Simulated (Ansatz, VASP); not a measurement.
# Ba in VASP and in Ansatz

The input INCAR:

```
SYSTEM = Ba
ALGO = Normal
EDIFF = 1E-7
ENCUT = 520
GGA = PS
ISIF = 2
ISMEAR = -1
LASPH = .TRUE.
LCHARG = .TRUE.
LELF = .TRUE.
LREAL = .FALSE.
LVHAR = .TRUE.
LWAVE = .FALSE.
NBANDS = 17
NELM = 80
PREC = Accurate
SIGMA = 0.1
```

The input KPOINTS:

```
k-points
0
G
  10 10 7
  0 0 0
```

POSCAR

```
Ba
1.0
   -3.6355162755      3.6348346574      1.9736639717
    3.6348346574     -3.6355162755      1.9736639717
    3.6382128091      3.6382128091     -1.9749123563
Ba
2
Direct
    0.0000574914      0.9999425086      0.0000000000
    0.7499425086      0.2500574914      0.5000000000
```

Input for Ansatz:

```yaml
crystal:
  lattice:
    - [-3.6355162755, 3.6348346574, 1.9736639717]
    - [3.6348346574, -3.6355162755, 1.9736639717]
    - [3.6382128091, 3.6382128091, -1.9749123563]
  atoms:
    - { symbol: Ba, position: [5.74914e-05, 0.9999425086, 0.0] }
    - { symbol: Ba, position: [0.7499425086, 0.2500574914, 0.5] }
hamiltonian:
  xc: pbesol
  pseudopotentials:
    kind: paw
    azcp:
      Ba: "pseudopotentials/Ba.paw.azcp"
basis:
  ecutwfc: 420
  fft_grid_basis: typed
kpoints:
  mp_grid: { grid: [10, 10, 7], shift: [0, 0, 0] }
magnetization:
  spin_polarized: false
scf:
  occupations: { method: fermi_dirac, width: 0.1 }
  lower_state_search: "off"
output:
  stress: true
```

Alike in both runs: task single point; functional PBEsol; k mesh 10 × 10 × 7; occupations fermi-dirac, width 0.1 eV; no spin polarisation.

|  | VASP | Ansatz |
| --- | --- | --- |
| version | VASP 6.6.1 | Ansatz 0.2.0 |
| potentials or method | VASP PAW PBE potentials, release 64 (Ba_sv), cutoff 520 eV | plane waves (420 eV) with PAW, scalar-relativistic |
| valence electrons in the cell | 20 | 20 |

```csv
,VASP,Ansatz,Ansatz less VASP
pressure (GPa),0.6,0.4,-0.20
```

VASP's potentials were made for PBE, not for PBEsol, and Ansatz warns of the same on its side.

Neither program's run includes spin-orbit coupling.
